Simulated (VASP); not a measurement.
# NbP (I4_1md) in VASP: settings compared

NbP is run at these levels: LDA, r2SCAN, LDA+U, PBEsol+U; tasks: single point.

Everything below comes from runs of VASP 6.6.1. Logs are shortened: lines on timing, memory, paths and dates and some standing lists are left out, and cuts for length are marked.

**1. The cell of the first run**

Symmetry: I4_1md, No. 109, tetragonal system. Conventional cell: a = 3.394 Å, b = 3.394 Å, c = 11.631 Å, α = 90.00°, β = 90.00°, γ = 90.00°. Nb (site symmetry 2mm) has 6 P at 2.58 to 2.59 Å and 8 Nb at 3.37 to 3.39 Å within 3.4 Å. P (site symmetry 2mm) has 6 Nb at 2.58 to 2.59 Å and 8 P at 3.37 to 3.39 Å within 3.4 Å.

**2. Single point, LDA**

Contents of INCAR:

```
SYSTEM = NbP
  PREC = Accurate
  ENCUT = 520
  EDIFF = 1E-6
  ISMEAR = -1
  SIGMA = 0.05
  LREAL = .False.
  LASPH = .True.
  NELM = 80
  ALGO = Normal
  ISIF = 2
  LWAVE = .False.
  LCHARG = .False.
  GGA = CA
  NBANDS = 26
```

Contents of KPOINTS:

```
regular mesh
0
Gamma
  11 11 11
  0 0 0
```

Contents of POSCAR:

```
NbP
1.0
   -1.6969642459      1.6969642459      5.8156445774
    1.6969642459     -1.6969642459      5.8156445774
    1.6969642459      1.6969642459     -5.8156445774
Nb P
2 2
Direct
    0.2498808000      0.7498808000      0.5000000000
    0.4998808000      0.4998808000      0.0000000000
    0.8327477700      0.3327477700      0.5000000000
    0.0827477700      0.0827477700      0.0000000000
```

Potentials or basis: VASP PAW LDA potentials, release 64 (Nb_sv, P).

Command:

```bash
> cat potpaw_LDA.64/Nb_sv/POTCAR potpaw_LDA.64/P/POTCAR > POTCAR
> mpirun -np 1 vasp_std > vasp.out
```

OUTCAR:

```text
SYSTEM = NbP
   PREC = Accurate
   ENCUT = 520
   EDIFF = 1E-6
   ISMEAR = -1
   LREAL = .False.
   LASPH = .True.
   NELM = 80
   ISIF = 2
   GGA = CA

 ion  position               nearest neighbor table
   1  0.250  0.750  0.500-   4 2.58   4 2.58   3 2.59   3 2.59   3 2.59   3 2.59
   2  0.500  0.500  0.000-   3 2.58   3 2.58   4 2.59   4 2.59   4 2.59   4 2.59
   3  0.833  0.333  0.500-   2 2.58   2 2.58   1 2.59   1 2.59   1 2.59   1 2.59
   4  0.083  0.083  0.000-   1 2.58   1 2.58   2 2.59   2 2.59   2 2.59   2 2.59

  LATTYP: Found a body centered tetragonal cell.
 ALAT       =     3.3939284918
 C/A-ratio  =     3.4270872774

  Lattice vectors:

 A1 = (  -1.6969642459,   1.6969642459,   5.8156445774)
 A2 = (   1.6969642459,  -1.6969642459,   5.8156445774)
 A3 = (   1.6969642459,   1.6969642459,  -5.8156445774)

Analysis of symmetry for initial positions (statically):
=====================================================================
 Subroutine PRICEL returns:
 Original cell was already a primitive cell.

 Routine SETGRP: Setting up the symmetry group for a
 body centered tetragonal supercell.

 Subroutine GETGRP returns: Found  8 space group operations
 (whereof  4 operations were pure point group operations)
 out of a pool of 16 trial point group operations.

The static configuration has the point symmetry C_2v.
 The point group associated with its full space group is C_4v.

Analysis of symmetry for dynamics (positions and initial velocities):
=====================================================================
 Subroutine PRICEL returns:
 Original cell was already a primitive cell.

 Routine SETGRP: Setting up the symmetry group for a
 body centered tetragonal supercell.

 Subroutine GETGRP returns: Found  8 space group operations
 (whereof  4 operations were pure point group operations)
 out of a pool of 16 trial point group operations.

The dynamic configuration has the point symmetry C_2v.
 The point group associated with its full space group is C_4v.

 Subroutine INISYM returns: Found  8 space group operations
 (whereof  4 operations are pure point group operations),
 and found     1 'primitive' translations

----------------------------------------------------------------------------------------

                                     Primitive cell

  volume of cell :      66.9890

  direct lattice vectors                    reciprocal lattice vectors
    -1.696964246  1.696964246  5.815644577     0.000000000  0.294643804  0.085974993
     1.696964246 -1.696964246  5.815644577     0.294643804  0.000000000  0.085974993
     1.696964246  1.696964246 -5.815644577     0.294643804  0.294643804  0.000000000

  length of vectors
     6.291350980  6.291350980  6.291350980     0.306931051  0.306931051  0.416689263

  position of ions in fractional coordinates (direct lattice)
     0.249880800  0.749880800  0.500000000
     0.499880800  0.499880800  0.000000000
     0.832747770  0.332747770  0.500000000
     0.082747770  0.082747770  0.000000000

  ion indices of the primitive-cell ions
   primitive index   ion index
                 1           1
                 2           2
                 3           3
                 4           4

----------------------------------------------------------------------------------------

 KPOINTS: regular mesh

Automatic generation of k-mesh.
 Grid dimensions read from file:
 generate k-points for:   11   11   11

 Generating k-lattice:

  Cartesian coordinates                     Fractional coordinates (reciprocal lattice)
     0.000000000  0.026785800  0.007815908     0.090909091  0.000000000  0.000000000
     0.026785800  0.000000000  0.007815908     0.000000000  0.090909091  0.000000000
     0.026785800  0.026785800  0.000000000     0.000000000  0.000000000  0.090909091

  Length of vectors
     0.027902823  0.027902823  0.037880842

  Shift w.r.t. Gamma in fractional coordinates (k-lattice)
     0.000000000  0.000000000  0.000000000

 Subroutine IBZKPT returns following result:
 ===========================================

 Found    126 irreducible k-points:

 Following reciprocal coordinates:
            Coordinates               Weight
  0.000000  0.000000  0.000000      1.000000
  0.090909  0.000000  0.000000      8.000000
  0.181818 -0.000000  0.000000      8.000000
  0.272727 -0.000000  0.000000      8.000000
  0.363636 -0.000000  0.000000      8.000000
  0.454545  0.000000  0.000000      8.000000
[... 16 lines left out ...]
 -0.272727  0.181818  0.000000     16.000000
 -0.181818  0.181818  0.000000      4.000000
 [... further k-points ...]
   k-points           NKPTS =    126   k-points in BZ     NKDIM =    126   number of bands    NBANDS=     26
   number of dos      NEDOS =    301   number of ions     NIONS =      4
   total plane-waves  NPLWV = 110592
   dimension x,y,z NGX =    48 NGY =   48 NGZ =   48
   dimension x,y,z NGXF=    96 NGYF=   96 NGZF=   96
   ions per type =               2   2
   NGX,Y,Z   is equivalent  to a cutoff of  12.68, 12.68, 12.68 a.u.
   NGXF,Y,Z  is equivalent  to a cutoff of  25.37, 25.37, 25.37 a.u.
 SYSTEM =  NbP
   PREC   = accura    normal or accurate (medium, high low for compatibility)
   ISTART =      0    job   : 0-new  1-cont  2-samecut
   ICHARG =      2    charge: 1-file 2-atom 10-const
   ISPIN  =      1    spin polarized calculation?
   LNONCOLLINEAR =      F non collinear calculations
   LSORBIT =      F    spin-orbit coupling
   LASPH  =      T    aspherical Exc in radial PAW
   ENCUT  =  520.0 eV  38.22 Ry    6.18 a.u.  11.70 11.70 11.70*2*pi/ulx,y,z
   NELM   =     80;   NELMIN=  2; NELMDL= -5     # of ELM steps
   EDIFF  = 0.1E-05   stopping-criterion for ELM
   LREAL  =      F    real-space projection
   EDIFFG = 0.1E-04   stopping-criterion for IOM
   NSW    =      0    number of steps for IOM
   IBRION =     -1    ionic relax: 0-MD 1-quasi-New 2-CG
   NFREE  =      0    steps in history (QN), initial steepest desc. (CG)
   ISIF   =      2    stress and relaxation
   ISYM   =      2    0-nonsym 1-usesym 2-fastsym
   POTIM  = 0.5000    time-step for ionic-motion
   TEBEG  =    0.0;   TEEND  =   0.0 temperature during run
   PSTRESS=    0.0 pullay stress
   NELECT =      36.0000    total number of electrons
   NUPDOWN=      -1.0000    fix difference up-down
   EMIN   =  10.00;   EMAX   =-10.00  energy-range for DOS
   EFERMI =   0.00;   METHOD = LEGACY
   ISMEAR =    -1;   SIGMA  =   0.05  broadening in eV -4-tet -1-fermi 0-gaus
   EFERMI_NEDOS =   21; number of points for ismear=-14 and -15
   IALGO  =     38    algorithm
   IMIX   =      4    mixing-type and parameters
     AMIX     =   0.40;   BMIX     =  1.00
     AMIX_MAG =   1.60;   BMIX_MAG =  1.00
  volume/ion in A,a.u.               =      16.75       113.02
  Fermi-wavevector in a.u.,A,eV,Ry     =   1.330989  2.515205 24.103166  1.771533
  Thomas-Fermi vector in A             =   2.460034
   LORBIT       =      0    0 simple, 1 ext, 2 COOP (PROOUT), +10 PAW based schemes
   GGA     = CA    functional components
   LHFCALC =     F    Hartree Fock is set to
   AEXX    =    0.0000 exact exchange contribution
   IVDW    =     0    specifies the selected vdW correction
   LEPSILON=     F    determine dielectric tensor
   LRPA    =     F    only Hartree local field effects (RPA)
 non-spin polarized calculation
  energy-cutoff  :      520.00
  volume of cell :       66.99
 maximum number of plane-waves:      1825
   NGX = 23   NGY = 23   NGZ = 23

 number of electron      35.9999999 magnetization

 Free energy of the ion-electron system (eV)
  ---------------------------------------------------
  ext. energy  EPLUGINS =         0.00000000
  ---------------------------------------------------
  free energy    TOTEN  =       -38.73640807 eV

  energy without entropy =      -38.73049989  energy(sigma->0) =      -38.73345398

 E-fermi :   9.8909     XC(G=0): -11.9647

 val. band max:        9.8879159001   @ k =  -0.1818  -0.4545   0.1818
 cond. band min:       9.9089740971   @ k =  -0.0909  -0.4545   0.0909
 fundamental gap:      0.0210581970
 Fermi energy:         9.8909121646

 k-point     1 :       0.0000    0.0000    0.0000
  band No.  band energies     occupation
      1     -44.8261      2.00000
      2     -44.7947      2.00000
      3     -21.2072      2.00000
      4     -21.0510      2.00000
      5     -21.0510      2.00000
      6     -20.9116      2.00000
[... 18 lines left out ...]
     25      13.7703      0.00000
     26      13.7744      0.00000

 k-point     2 :       0.0909    0.0000    0.0000
  band No.  band energies     occupation
      1     -44.8245      2.00000
      2     -44.7941      2.00000
      3     -21.2009      2.00000
      4     -21.0697      2.00000
      5     -21.0495      2.00000
      6     -20.9307      2.00000
[... 18 lines left out ...]
     25      13.7889      0.00000
     26      14.1320      0.00000

 k-point     3 :       0.1818   -0.0000    0.0000
  band No.  band energies     occupation
      1     -44.8200      2.00000
      2     -44.7924      2.00000
      3     -21.1874      2.00000
      4     -21.1155      2.00000
      5     -21.0454      2.00000
      6     -20.9778      2.00000
[... 18 lines left out ...]
     25      14.1448      0.00000
     26      14.9027      0.00000

 k-point     4 :       0.2727   -0.0000    0.0000
  band No.  band energies     occupation
      1     -44.8139      2.00000
      2     -44.7904      2.00000
      3     -21.2080      2.00000
      4     -21.1368      2.00000
      5     -21.0400      2.00000
      6     -21.0337      2.00000
[... 18 lines left out ...]
     25      14.3328      0.00000
     26      15.6035      0.00000
[... 496 lines left out ...]
      1     -44.8035      2.00000
      2     -44.7849      2.00000
      3     -21.2512      2.00000
      4     -21.1309      2.00000
      5     -21.0939      2.00000
      6     -21.0624      2.00000
[... 18 lines left out ...]
     25      14.2323      0.00000
     26      15.7863      0.00000

 k-point    23 :      -0.2727    0.1818    0.0000
  band No.  band energies     occupation
      1     -44.8094      2.00000
      2     -44.7865      2.00000
      3     -21.1978      2.00000
      4     -21.1396      2.00000
      5     -21.0948      2.00000
      6     -21.0282      2.00000
[... 18 lines left out ...]
     25      14.2676      0.00000
     26      15.3703      0.00000

 k-point    24 :      -0.1818    0.1818    0.0000
  band No.  band energies     occupation
      1     -44.8151      2.00000
      2     -44.7889      2.00000
      3     -21.1782      2.00000
      4     -21.1199      2.00000
      5     -21.0969      2.00000
      6     -20.9772      2.00000
[... 18 lines left out ...]
     25      13.8095      0.00000
     26      14.9939      0.00000

 [... further k-points ...]
[... 5 lines left out ...]
  --------------------------------------------------------------------------------------
  -------------------------------------------------------------------------------------
  Total       -6.6828611     -6.6828611     -6.1828021      0.0000000      0.0000000      0.0000000
  in kB     -159.8342260   -159.8342260   -147.8742989      0.0000000      0.0000000      0.0000000
  external PRESSURE =    -155.8475837 kB  Pullay stress =       0.0000000 kB

 VOLUME and BASIS-vectors are now :
 -----------------------------------------------------------------------------
  energy-cutoff  :      520.00
  volume of cell :       66.99
      direct lattice vectors                 reciprocal lattice vectors
    -1.696964246  1.696964246  5.815644577     0.000000000  0.294643804  0.085974993
     1.696964246 -1.696964246  5.815644577     0.294643804  0.000000000  0.085974993
     1.696964246  1.696964246 -5.815644577     0.294643804  0.294643804  0.000000000

 POSITION                                       TOTAL-FORCE (eV/Angst)
 -----------------------------------------------------------------------------------
      1.69696     -0.00000      2.90644        -0.000000     -0.000000      0.002726
      0.00000      0.00000      5.81426         0.000000      0.000000      0.002726
     -0.00000      1.69696      3.87029        -0.000000      0.000000     -0.002726
      0.00000      0.00000      0.96246         0.000000     -0.000000     -0.002726
 -----------------------------------------------------------------------------------
    total drift:                               -0.000000     -0.000000     -0.000157

  FREE ENERGIE OF THE ION-ELECTRON SYSTEM (eV)
  ---------------------------------------------------
  free  energy   TOTEN  =       -38.7364080690 eV

  energy  without entropy=      -38.7304998919  energy(sigma->0) =      -38.73345398
```

It took 7.9 min on 1 thread of Intel Xeon Platinum 8488C (Sapphire Rapids), shared host; peak memory 0.37 GiB.

What came out:

- Free energy: -38.7364 eV
- Pressure: -15.6 GPa
- Band gap on the k mesh: zero (filled and empty bands overlap)

Forces on the atoms (eV/Å):
```
Nb   0.000  0.000  0.003
Nb   0.000  0.000  0.003
P    0.000  0.000 -0.003
P    0.000  0.000 -0.003
```

Stress tensor (GPa, compression positive):
```
-15.98   0.00   0.00
  0.00 -15.98   0.00
  0.00   0.00 -14.79
```

Levels at points of the mesh, in eV from the Fermi level:
```csv
k point,band 14,band 15,band 16,band 17,band 18,band 19,band 20,band 21,band 22,band 23
"(0.00, 0.00, 0.00)",-2.16,-2.02,-1.63,-1.32,-1.32,0.79,1.50,2.51,2.97,2.97
```

Caveat: the cell stands under tension.

**3. Single point, r2SCAN**

This run uses another cell than the first one, of 15.14 Å³/atom.

Contents of POSCAR:

```
NbP
1.0
   -1.6407315532      1.6407315532      5.6229302316
    1.6407315532     -1.6407315532      5.6229302316
    1.6407315532      1.6407315532     -5.6229302316
Nb P
2 2
Direct
    0.2498808000      0.7498808000      0.5000000000
    0.4998808000      0.4998808000      0.0000000000
    0.8327477700      0.3327477700      0.5000000000
    0.0827477700      0.0827477700      0.0000000000
```

Contents of INCAR.step1:

```
SYSTEM = NbP
  PREC = Accurate
  ENCUT = 520
  ISMEAR = -1
  SIGMA = 0.05
  LREAL = .False.
  LASPH = .True.
  NELM = 60
  NBANDS = 26
  GGA = PE
  ALGO = Normal
  EDIFF = 1E-4
  LWAVE = .True.
  LCHARG = .False.
```

Contents of INCAR.step2:

```
SYSTEM = NbP
  PREC = Accurate
  ENCUT = 520
  EDIFF = 1E-6
  ISMEAR = -1
  SIGMA = 0.05
  LREAL = .False.
  LASPH = .True.
  NELM = 60
  ALGO = Normal
  ISIF = 2
  LWAVE = .False.
  LCHARG = .False.
  METAGGA = R2SCAN
  LMIXTAU = .True.
  NBANDS = 26
  ISTART = 1
```

Contents of KPOINTS:

```
Automatic mesh
0
Gamma
  11 11 11
  0 0 0
```

Potentials or basis: VASP PAW PBE potentials, release 64 (Nb_sv, P).

Command:

```bash
> cat potpaw_PBE.64/Nb_sv/POTCAR potpaw_PBE.64/P/POTCAR > POTCAR
> cp INCAR.step1 INCAR
> mpirun -np 1 vasp_std > vasp.out
> cp INCAR.step2 INCAR
> mpirun -np 1 vasp_std > vasp.out
```

Run time: 26 min. Hardware: 1 thread of Intel Xeon Platinum 8488C (Sapphire Rapids), shared host; peak memory 0.46 GiB.

Results (log left out):

* Free energy: -71.9485 eV
* Pressure: 11.2 GPa
* Largest force: 0.018 eV/Å
* Band gap on the k mesh: zero (bands 18 and 19 overlap by 0.02 eV)

Forces in eV/Å, atoms in the order of the input:
```
Nb   0.000  0.000  0.018
Nb   0.000  0.000  0.018
P    0.000  0.000 -0.018
P    0.000  0.000 -0.018
```

Stress tensor (GPa, compression positive):
```
11.78  0.00  0.00
 0.00 11.78  0.00
 0.00  0.00 10.16
```

Levels at points of the mesh, in eV from the Fermi level:
```
           k point  band 16  band 17  band 18  band 19  band 20  band 21
(0.00, 0.00, 0.00)    -1.93    -1.50    -1.50     0.94     1.83     3.02
```

Caveat: the cell stands under pressure; the PAW data sets were made with another functional, which shifts forces and pressure a little.

(Continued in part 2 of 2.)

The gap in the log of VASP goes by the Fermi energy; the results here count the filled bands.